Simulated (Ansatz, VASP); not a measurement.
Two plane-wave programs on SiO2

File INCAR:

```
PREC = Accurate
ENCUT = 600
EDIFF = 1E-7
ISMEAR = -1
SIGMA = 0.05
LREAL = F
LASPH = T
NELM = 120
ALGO = Normal
ISIF = 3
LWAVE = F
LCHARG = F
GGA = PS
IBRION = 2
NSW = 60
EDIFFG = -0.01
GGA_COMPAT = F
NELMIN = 4
```

The input KPOINTS:

```
regular mesh
0
Gamma
  5 5 3
```

POSCAR

```
SiO2
1.0
    4.9820000000      0.0000000000      0.0000000000
    0.0000000000      4.9820000000      0.0000000000
    0.0000000000      0.0000000000      6.9630000000
Si O
4 8
Direct
    0.7989700000      0.2010300000      0.7500000000
    0.7010300000      0.7010300000      0.5000000000
    0.2010300000      0.7989700000      0.2500000000
    0.2989700000      0.2989700000      0.0000000000
    0.1034700000      0.2398900000      0.8218700000
    0.2601100000      0.6034700000      0.0718700000
    0.8965300000      0.7601100000      0.3218700000
    0.7398900000      0.3965300000      0.5718700000
    0.6034700000      0.2601100000      0.9281300000
    0.7601100000      0.8965300000      0.6781300000
    0.3965300000      0.7398900000      0.4281300000
    0.2398900000      0.1034700000      0.1781300000
```

Contents of input.yaml:

```yaml
crystal:
  lattice:
    - [4.982, 0.0, 0.0]
    - [0.0, 4.982, 0.0]
    - [0.0, 0.0, 6.963]
  atoms:
    - { symbol: Si, position: [0.79897, 0.20103, 0.75] }
    - { symbol: Si, position: [0.70103, 0.70103, 0.5] }
    - { symbol: Si, position: [0.20103, 0.79897, 0.25] }
    - { symbol: Si, position: [0.29897, 0.29897, 0.0] }
    - { symbol: O, position: [0.10347, 0.23989, 0.82187] }
    - { symbol: O, position: [0.26011, 0.60347, 0.07187] }
    - { symbol: O, position: [0.89653, 0.76011, 0.32187] }
    - { symbol: O, position: [0.73989, 0.39653, 0.57187] }
    - { symbol: O, position: [0.60347, 0.26011, 0.92813] }
    - { symbol: O, position: [0.76011, 0.89653, 0.67813] }
    - { symbol: O, position: [0.39653, 0.73989, 0.42813] }
    - { symbol: O, position: [0.23989, 0.10347, 0.17813] }
hamiltonian:
  xc: pbesol
  pseudopotentials: { kind: paw }
kpoints:
  mp_grid: { grid: [5, 5, 3] }
scf:
  occupations: { method: fermi_dirac, width: 0.05 }
output:
  forces: true
  stress: true
  eigenvalues: true
relax:
  f_tol: 0.01
  max_steps: 40
  cell: { stress_tol: 0.05 }
```

Alike in both runs: task relaxation of cell and atoms; functional PBEsol; k mesh 5 × 5 × 3; occupations fermi-dirac, width 0.05 eV; no spin polarisation.

```csv
,VASP,Ansatz
version,VASP 6.6.1,Ansatz 0.2.0
potentials or method,"VASP PAW PBE potentials, release 64 (Si, O)",Ansatz PAW
plane-wave cutoff (eV),600,420
valence electrons in the cell,64,64
```

VASP gave:

* gap on the k mesh at the Fermi level, each at its own relaxed structure (eV): 5.57
* relaxed volume (Å³/atom): 14.74
* relaxed cell length with the largest relative difference (Å): 5.024

Problem. Estimate Ansatz's values.

Solution. gap on the k mesh at the Fermi level, each at its own relaxed structure (eV): 5.57; relaxed volume (Å³/atom): 14.75; relaxed cell length with the largest relative difference (Å): 5.027.

VASP's potentials were made for PBE, not for PBEsol.

Noted on Ansatz's run: odd divisions of the mesh miss points on the zone boundary, where band edges often lie, so the gap on the mesh can be too wide; the plane-wave basis is chosen anew once the cell has moved, so the energies of steps on either side of that aren't comparable.
